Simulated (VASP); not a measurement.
# In2Te2O (P1) in VASP: relaxation of cell and atoms with PBE

Aim: the relaxation of cell and atoms of In2Te2O with PBE.

Everything below comes from runs of VASP 6.6.1. Logs are shortened: lines on timing, memory, paths and dates and some standing lists are left out, and cuts for length are marked.

**1. The cell of the first run**

The typed cell holds 10 atoms: a = 4.395 Å, b = 4.473 Å, c = 20.931 Å, α = 90.68°, β = 90.53°, γ = 118.79°.

**2. Relaxation of cell and atoms, PBE**

File INCAR:

```
SYSTEM = In2Te2O
ALGO = Normal ; EDIFF = 1E-7
EDIFFG = -0.025 ; ENCUT = 600
GGA = PE ; IBRION = 2
ISIF = 3 ; ISMEAR = 0
LASPH = .True. ; LCHARG = .False.
LREAL = .False. ; LWAVE = .False.
NELM = 100 ; NSW = 80
PREC = Accurate ; SIGMA = 0.1
```

File KPOINTS:

```
k-points
0
Gamma
  3 3 1
  0 0 0
```

File POSCAR:

```
In2Te2O
1.0
    4.3946780315      0.0246594992     -0.0203828071
   -2.1759832630      3.9077604738     -0.0261101744
   -0.0964579446     -0.1983667509     20.9297889211
In Te O
4 4 2
Direct
   -0.0005784207     -0.0326004378      0.4072104720
    0.0062137562     -0.0149106825      0.9102793159
    0.0257733156      0.0133143663      0.0896584064
   -0.0007817918     -0.0099585760      0.5947511129
    0.3335311676      0.6844561161      0.1596022083
    0.2819127220      0.6424780667      0.6562926702
    0.6436154469      0.3317898485      0.3393073621
    0.6742236462      0.3406840853      0.8472817680
    0.0305519377      0.0513155769     -0.0000821846
    0.0055382203     -0.0065683634      0.4956988689
```

Potentials or basis: VASP PAW PBE potentials, release 64 (In_d, Te, O).

The run is started by

```console
$ cat potpaw_PBE.64/In_d/POTCAR potpaw_PBE.64/Te/POTCAR potpaw_PBE.64/O/POTCAR > POTCAR
$ mpirun -np 1 vasp_std > vasp.out
```

OUTCAR:

```text
SYSTEM = In2Te2O
   EDIFF = 1E-7
   EDIFFG = -0.025
   ENCUT = 600
   GGA = PE
   IBRION = 2
   ISIF = 3
   ISMEAR = 0
   LASPH = .True.
   LREAL = .False.
   NELM = 100
   NSW = 80
   PREC = Accurate

 ion  position               nearest neighbor table
   1  0.999  0.967  0.407-  10 1.85   7 2.85   7 2.89   7 3.10   4 3.93
   2  0.006  0.985  0.910-   9 1.89   8 2.83   8 2.92   8 2.94   3 3.75
   3  0.026  0.013  0.090-   9 1.89   5 2.84   5 2.99   5 3.06   2 3.75
   4  0.999  0.990  0.595-  10 2.07   6 2.74   6 2.85   6 3.07   1 3.93
   5  0.334  0.684  0.160-   3 2.84   3 2.99   3 3.06
   6  0.282  0.642  0.656-   4 2.74   4 2.85   4 3.07
   7  0.644  0.332  0.339-   1 2.85   1 2.89   1 3.10
   8  0.674  0.341  0.847-   2 2.83   2 2.92   2 2.94
   9  0.031  0.051  1.000-   3 1.89   2 1.89
  10  0.006  0.993  0.496-   1 1.85   4 2.07

  LATTYP: Found a triclinic cell.
 ALAT       =     4.3947944833
 B/A-ratio  =     1.0177555534
 C/A-ratio  =     5.0464020572
 COS(alpha) =     0.0003758441
 COS(beta)  =     0.2904274791
 COS(gamma) =     0.4815473602

  Lattice vectors:

 A1 = (  -4.3946780315,  -0.0246594992,   0.0203828071)
 A2 = (  -2.1759832630,   3.9077604738,  -0.0261101744)
 A3 = (  -6.5169148554,  -3.7587127213, -20.8629131325)

Analysis of symmetry for initial positions (statically):
=====================================================================
 Subroutine PRICEL returns:
 Original cell was already a primitive cell.

 Routine SETGRP: Setting up the symmetry group for a
 triclinic supercell.

 Subroutine GETGRP returns: Found  1 space group operations
 (whereof  1 operations were pure point group operations)
 out of a pool of  2 trial point group operations.

The static configuration has the point symmetry C_1 .

Analysis of symmetry for dynamics (positions and initial velocities):
=====================================================================
 Subroutine PRICEL returns:
 Original cell was already a primitive cell.

 Routine SETGRP: Setting up the symmetry group for a
 triclinic supercell.

 Subroutine GETGRP returns: Found  1 space group operations
 (whereof  1 operations were pure point group operations)
 out of a pool of  2 trial point group operations.

The dynamic configuration has the point symmetry C_1 .

 Subroutine INISYM returns: Found  1 space group operations
 (whereof  1 operations are pure point group operations),
 and found     1 'primitive' translations

----------------------------------------------------------------------------------------

                                     Primitive cell

  volume of cell :     360.5185

  direct lattice vectors                    reciprocal lattice vectors
     4.394678031  0.024659499 -0.020382807     0.226849475  0.126333030  0.002242818
    -2.175983263  3.907760474 -0.026110174    -0.001420385  0.255126239  0.002411470
    -0.096457945 -0.198366751 20.929788921     0.000219149  0.000441305  0.047783983

  length of vectors
     4.394794483  4.472826491 20.930951192     0.259664686  0.255141589  0.047786523

  position of ions in fractional coordinates (direct lattice)
     0.999421579  0.967399562  0.407210472
     0.006213756  0.985089317  0.910279316
     0.025773316  0.013314366  0.089658406
     0.999218208  0.990041424  0.594751113
     0.333531168  0.684456116  0.159602208
     0.281912722  0.642478067  0.656292670
     0.643615447  0.331789849  0.339307362
     0.674223646  0.340684085  0.847281768
     0.030551938  0.051315577  0.999917815
     0.005538220  0.993431637  0.495698869

  ion indices of the primitive-cell ions
   primitive index   ion index
                 1           1
                 2           2
                 3           3
                 4           4
                 5           5
                 6           6
                 7           7
                 8           8
                 9           9
                10          10

----------------------------------------------------------------------------------------

 KPOINTS: k-points

Automatic generation of k-mesh.
 Grid dimensions read from file:
 generate k-points for:    3    3    1

 Generating k-lattice:

  Cartesian coordinates                     Fractional coordinates (reciprocal lattice)
     0.075616492  0.042111010  0.000747606     0.333333333 -0.000000000  0.000000000
    -0.000473462  0.085042080  0.000803823    -0.000000000  0.333333333 -0.000000000
     0.000219149  0.000441305  0.047783983     0.000000000  0.000000000  1.000000000

  Length of vectors
     0.086554895  0.085047196  0.047786523

  Shift w.r.t. Gamma in fractional coordinates (k-lattice)
     0.000000000  0.000000000  0.000000000

 Subroutine IBZKPT returns following result:
 ===========================================

 Found      5 irreducible k-points:

 Following reciprocal coordinates:
            Coordinates               Weight
  0.000000  0.000000  0.000000      1.000000
  0.333333  0.000000  0.000000      2.000000
  0.000000  0.333333  0.000000      2.000000
  0.333333  0.333333  0.000000      2.000000
 -0.333333  0.333333 -0.000000      2.000000
   k-points           NKPTS =      5   k-points in BZ     NKDIM =      5   number of bands    NBANDS=     52
   number of dos      NEDOS =    301   number of ions     NIONS =     10
   total plane-waves  NPLWV = 217728
   dimension x,y,z NGX =    36 NGY =   36 NGZ =  168
   dimension x,y,z NGXF=    72 NGYF=   72 NGZF=  336
   ions per type =               4   4   2
   NGX,Y,Z   is equivalent  to a cutoff of  13.62, 13.38, 13.34 a.u.
   NGXF,Y,Z  is equivalent  to a cutoff of  27.24, 26.76, 26.69 a.u.
 SYSTEM =  In2Te2O
   PREC   = accura    normal or accurate (medium, high low for compatibility)
   ISTART =      0    job   : 0-new  1-cont  2-samecut
   ICHARG =      2    charge: 1-file 2-atom 10-const
   ISPIN  =      1    spin polarized calculation?
   LNONCOLLINEAR =      F non collinear calculations
   LSORBIT =      F    spin-orbit coupling
   LASPH  =      T    aspherical Exc in radial PAW
   ENCUT  =  600.0 eV  44.10 Ry    6.64 a.u.   8.78  8.93 41.80*2*pi/ulx,y,z
   NELM   =    100;   NELMIN=  2; NELMDL= -5     # of ELM steps
   EDIFF  = 0.1E-06   stopping-criterion for ELM
   LREAL  =      F    real-space projection
   EDIFFG = -.3E-01   stopping-criterion for IOM
   NSW    =     80    number of steps for IOM
   IBRION =      2    ionic relax: 0-MD 1-quasi-New 2-CG
   NFREE  =      1    steps in history (QN), initial steepest desc. (CG)
   ISIF   =      3    stress and relaxation
   ISYM   =      2    0-nonsym 1-usesym 2-fastsym
   POTIM  = 0.5000    time-step for ionic-motion
   TEBEG  =    0.0;   TEEND  =   0.0 temperature during run
   PSTRESS=    0.0 pullay stress
   NELECT =      88.0000    total number of electrons
   NUPDOWN=      -1.0000    fix difference up-down
   EMIN   =  10.00;   EMAX   =-10.00  energy-range for DOS
   EFERMI =   0.00;   METHOD = LEGACY
   ISMEAR =     0;   SIGMA  =   0.10  broadening in eV -4-tet -1-fermi 0-gaus
   EFERMI_NEDOS =   21; number of points for ismear=-14 and -15
   IALGO  =     38    algorithm
   IMIX   =      4    mixing-type and parameters
     AMIX     =   0.40;   BMIX     =  1.00
     AMIX_MAG =   1.60;   BMIX_MAG =  1.00
  volume/ion in A,a.u.               =      36.05       243.29
  Fermi-wavevector in a.u.,A,eV,Ry     =   1.023120  1.933416 14.242231  1.046774
  Thomas-Fermi vector in A             =   2.156836
   LORBIT       =      0    0 simple, 1 ext, 2 COOP (PROOUT), +10 PAW based schemes
   GGA     = PE    functional components
   LHFCALC =     F    Hartree Fock is set to
   AEXX    =    0.0000 exact exchange contribution
   IVDW    =     0    specifies the selected vdW correction
   LEPSILON=     F    determine dielectric tensor
   LRPA    =     F    only Hartree local field effects (RPA)
 conjugate gradient relaxation of ions
 non-spin polarized calculation
 Gauss-broadening in eV      SIGMA  =   0.10
  energy-cutoff  :      600.00
  volume of cell :      360.52
 maximum number of plane-waves:     12067
   NGX = 17   NGY = 17   NGZ = 83

--------------------------------------- Ionic step        1  -------------------------------------------

 number of electron      88.0000007 magnetization

 Free energy of the ion-electron system (eV)
  ---------------------------------------------------
  ext. energy  EPLUGINS =         0.00000000
  ---------------------------------------------------
  free energy    TOTEN  =       -37.15199090 eV

  energy without entropy =      -37.14901643  energy(sigma->0) =      -37.15050366

------------------------ aborting loop because EDIFF is reached ----------------------------------------

  FORCE on cell =-STRESS in cart. coord.  units (eV):
  Direction    XX          YY          ZZ          XY          YZ          ZX
  --------------------------------------------------------------------------------------
  -------------------------------------------------------------------------------------
  Total        0.4700490     -0.6567110      9.0564213     -1.2158533      1.1290979      1.2322746
  in kB        2.0889413     -2.9184844     40.2475729     -5.4033644      5.0178155      5.4763423
  external PRESSURE =      13.1393433 kB  Pullay stress =       0.0000000 kB
[... 113 lines left out ...]
  FREE ENERGIE OF THE ION-ELECTRON SYSTEM (eV)
  ---------------------------------------------------
  free  energy   TOTEN  =       -37.6135957353 eV

  energy  without entropy=      -37.6135957349  energy(sigma->0) =      -37.61359574

[... ionic steps 4 to 43 ...]

--------------------------------------- Ionic step       44  -------------------------------------------

 number of electron      88.0000002 magnetization

------------------------ aborting loop because EDIFF is reached ----------------------------------------

  FORCE on cell =-STRESS in cart. coord.  units (eV):
  Direction    XX          YY          ZZ          XY          YZ          ZX
  --------------------------------------------------------------------------------------
  -------------------------------------------------------------------------------------
  Total        0.0220567      0.0658810     -0.2281676      0.0699158     -0.1244606     -0.1058562
  in kB        0.1017683      0.3039704     -1.0527500      0.3225868     -0.5742528     -0.4884135
  external PRESSURE =      -0.2156704 kB  Pullay stress =       0.0000000 kB
[... 73 lines left out ...]
  energy  without entropy=      -37.9833825945  energy(sigma->0) =      -37.98338259

--------------------------------------- Ionic step       46  -------------------------------------------

 number of electron      88.0000002 magnetization

 Free energy of the ion-electron system (eV)
  ---------------------------------------------------
  ext. energy  EPLUGINS =         0.00000000
  ---------------------------------------------------
  free energy    TOTEN  =       -37.98371132 eV

  energy without entropy =      -37.98371132  energy(sigma->0) =      -37.98371132

 E-fermi :   2.8203     XC(G=0):  -7.9072

 val. band max:        2.3492271461   @ k =   0.0000   0.0000   0.0000
 cond. band min:       3.3653921470   @ k =   0.0000   0.0000   0.0000
 fundamental gap:      1.0161650008
 Fermi energy:         2.8202790359

 k-point     1 :       0.0000    0.0000    0.0000
  band No.  band energies     occupation
      1     -14.7044      2.00000
      2     -14.6958      2.00000
      3     -11.4342      2.00000
      4     -11.4258      2.00000
      5     -11.3625      2.00000
      6     -11.3561      2.00000
[... 44 lines left out ...]
     51       6.9152      0.00000
     52       6.9414      0.00000

 k-point     2 :       0.3333    0.0000    0.0000
  band No.  band energies     occupation
      1     -14.6958      2.00000
      2     -14.6875      2.00000
      3     -11.4526      2.00000
      4     -11.4372      2.00000
      5     -11.4073      2.00000
      6     -11.3919      2.00000
[... 44 lines left out ...]
     51       6.7511      0.00000
     52       6.8953      0.00000

 k-point     3 :       0.0000    0.3333    0.0000
  band No.  band energies     occupation
      1     -14.6960      2.00000
      2     -14.6872      2.00000
      3     -11.4602      2.00000
      4     -11.4354      2.00000
      5     -11.4148      2.00000
      6     -11.3861      2.00000
[... 44 lines left out ...]
     51       6.7549      0.00000
     52       6.8837      0.00000

 k-point     4 :       0.3333    0.3333    0.0000
  band No.  band energies     occupation
      1     -14.6917      2.00000
      2     -14.6831      2.00000
      3     -11.4587      2.00000
      4     -11.4508      2.00000
      5     -11.4095      2.00000
      6     -11.4014      2.00000
[... 44 lines left out ...]
     51       6.9936      0.00000
     52       7.1816      0.00000

 k-point     5 :      -0.3333    0.3333   -0.0000
  band No.  band energies     occupation
      1     -14.6960      2.00000
      2     -14.6874      2.00000
      3     -11.4442      2.00000
      4     -11.4287      2.00000
      5     -11.3935      2.00000
      6     -11.3854      2.00000
[... 81 lines left out ...]
  FREE ENERGIE OF THE ION-ELECTRON SYSTEM (eV)
  ---------------------------------------------------
  free  energy   TOTEN  =       -37.9837113204 eV

  energy  without entropy=      -37.9837113204  energy(sigma->0) =      -37.98371132

 reached required accuracy - stopping structural energy minimisation
```

Run time: 52 min. Hardware: 1 thread of Intel Xeon 6975P-C (Granite Rapids), shared host; peak memory 0.61 GiB.

What came out:

* Free energy: -37.9837 eV
* Relaxed volume: 34.73 Å³/atom
* Relaxed cell: a = 4.482 Å, b = 4.474 Å, c = 20.060 Å, α = 89.57°, β = 90.03°, γ = 120.31°
* Space group after relaxing (to 0.1 Å): P1 (No. 1)
* Energy gained by relaxing: 83.2 meV/atom
* Ionic steps: 46
* Pressure after relaxing: 0.0 GPa
* Largest force after relaxing: 0.024 eV/Å
* Band gap on the k mesh: 1.02 eV

Forces on the atoms (eV/Å):
```
In   0.015  0.008  0.001
In  -0.012  0.002 -0.003
In  -0.002  0.013  0.010
In  -0.008  0.010  0.006
Te   0.003 -0.008 -0.003
Te   0.013 -0.010 -0.001
Te   0.005  0.007  0.001
Te   0.005 -0.002 -0.014
O    0.004 -0.013  0.005
O   -0.022 -0.007 -0.003
```

The path:
| step | energy change (eV) | largest force (eV/Å) | pressure (GPa) | volume (Å³) |
| --- | --- | --- | --- | --- |
| 1 | 0.0000 | 4.3712 | 1.31 | 360.52 |
| 3 | -0.4616 | 0.8481 | -0.52 | 366.12 |
| 5 | -0.5881 | 0.6422 | -0.02 | 362.17 |
| 7 | -0.6572 | 1.1898 | 0.17 | 360.88 |
| 9 | -0.7056 | 0.3721 | -0.10 | 363.02 |
| 11 | -0.7098 | 0.5676 | 0.11 | 362.40 |
| 13 | -0.7171 | 0.1607 | 0.00 | 362.72 |
| 15 | -0.7215 | 0.1407 | -0.08 | 362.77 |
| 17 | -0.7243 | 0.2301 | -0.13 | 362.48 |
| 19 | -0.7362 | 0.2134 | -0.02 | 360.12 |
| 21 | -0.7385 | 0.2671 | 0.03 | 358.66 |
| 23 | -0.7492 | 0.4610 | 0.14 | 357.09 |
| 25 | -0.7699 | 0.2921 | -0.10 | 356.72 |
| 27 | -0.7742 | 0.2669 | -0.26 | 356.52 |
| 29 | -0.7884 | 0.3921 | 0.05 | 352.48 |
| 31 | -0.8005 | 0.2262 | 0.23 | 349.53 |
| 33 | -0.8122 | 0.1992 | -0.10 | 350.76 |
| 35 | -0.8156 | 0.1589 | -0.03 | 350.20 |
| 37 | -0.8219 | 0.1190 | 0.08 | 348.30 |
| 39 | -0.8244 | 0.1287 | -0.06 | 348.70 |
| 41 | -0.8277 | 0.0915 | -0.04 | 348.23 |
| 43 | -0.8305 | 0.1324 | 0.05 | 347.07 |
| 45 | -0.8314 | 0.0369 | 0.00 | 347.19 |
| 46 | -0.8317 | 0.0237 | 0.00 | 347.26 |

Final structure:
```xyz
10
Lattice="4.4824 -0.0092 -0.0025 -2.2501 3.8668 0.0176 0.0001 0.0821 20.0597" Properties=species:S:1:pos:R:3 pbc="T T T"
In    2.1105    3.7560    8.1267
In    2.2782    3.8015   18.2086
In   -2.2072    3.8164    1.9373
In    2.0627    3.7691   11.9126
Te    0.0286    2.5554    3.2208
Te   -0.1496    2.5092   13.2022
Te    2.1473    1.2043    6.8249
Te    2.2799    1.2648   16.9071
O    -0.0328    0.5590    0.0126
O     0.3938    0.2881   10.0094
```

Levels at points of the mesh, in eV from the valence-band top:
| k point | band 40 | band 41 | band 42 | band 43 | band 44 | band 45 | band 46 | band 47 | band 48 | band 49 |
| --- | --- | --- | --- | --- | --- | --- | --- | --- | --- | --- |
| (0.00, 0.00, 0.00) | -0.19 | -0.10 | -0.05 | -0.01 | 0.00 | 1.02 | 1.44 | 1.88 | 1.98 | 3.62 |

Caveat: the k points lie up to 0.54 Å⁻¹ apart in the final cell; spin-orbit coupling is left out, which moves the levels of the heavy elements.
